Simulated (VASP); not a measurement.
Input of a VASP 6.6.1 run:

INCAR

```
SYSTEM = Na
PREC = Accurate
ENCUT = 520
EDIFF = 1E-6
ISMEAR = -1
SIGMA = 0.05
LREAL = .False.
LASPH = .True.
NELM = 100
ALGO = Normal
ISIF = 2
LWAVE = .False.
LCHARG = .True.
GGA = PE
LELF = .True.
LVHAR = .True.
NBANDS = 10
```

Contents of KPOINTS:

```
regular mesh
0
Gamma
  13 13 13
  0 0 0
```

POSCAR

```
Na
1.0
   -1.9317615710      1.9317615710      1.9317615710
    1.9317615710     -1.9317615710      1.9317615710
    1.9317615710      1.9317615710     -1.9317615710
Na
1
Direct
    0.0000000000      0.0000000000      0.0000000000
```

Potentials or basis: VASP PAW PBE potentials, release 64 (Na_pv).

Run with:

```console
$ cat potpaw_PBE.64/Na_pv/POTCAR > POTCAR
$ mpirun -np 1 vasp_std > vasp.out
```

Predict the band gap on the k mesh.

zero (an odd number of electrons rules out a gap without spin polarisation).

Predict the pressure.

3.0 GPa.

Caveat: the cell stands under pressure.
